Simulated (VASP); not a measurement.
Write the native input for VASP 6.6.1 that does the following.

| Item | Value |
| --- | --- |
| Task | single point |
| Functional | PBE |
| Potentials or basis | VASP PAW PBE potentials, release 64 (W_sv) |
| Cutoff | 520 eV |
| k mesh | 14 × 14 × 14 |
| Occupations | fermi-dirac, width 0.08 eV |
| Spin | no spin polarisation |
| Dipole correction | no |
| Further INCAR settings | ALGO = Normal; EDIFF = 1e-06; NBANDS = 13 |

The structure of W lies in POSCAR:

```
W
1.0
   -1.5815626704      1.5815626704      1.6292460000
    1.5815626704     -1.5815626704      1.6292460000
    1.5815626704      1.5815626704     -1.6292460000
W
1
Direct
    0.0000000000      0.0000000000      0.0000000000
```

This cell differs from its parent crystal: z stretched by +2 % at fixed volume.

The input as run:

INCAR

```
PREC = Accurate
ENCUT = 520
EDIFF = 1E-6
ISMEAR = -1
SIGMA = 0.08
LREAL = False
LASPH = True
NELM = 60
ALGO = Normal
ISIF = 2
LWAVE = False
LCHARG = False
GGA = PE
NBANDS = 13
```

KPOINTS

```
Automatic mesh
0
Gamma
  14 14 14
```

Potentials or basis: VASP PAW PBE potentials, release 64 (W_sv).

Command:

```bash
$ cat potpaw_PBE.64/W_sv/POTCAR > POTCAR
$ mpirun -np 1 vasp_std > vasp.out
```

It gave:

| Quantity | Value |
| --- | --- |
| Pressure | -2.3 GPa |
| Band gap on the k mesh | zero (band 7 reaches 15.93 eV, above the bottom of band 8 at 10.04 eV) |

Caveat: spin-orbit coupling is left out, which moves the levels of the heavy elements.

Wall time 24 s on 1 thread of Intel Xeon 6975P-C, on a shared host, peak memory 0.18 GiB.
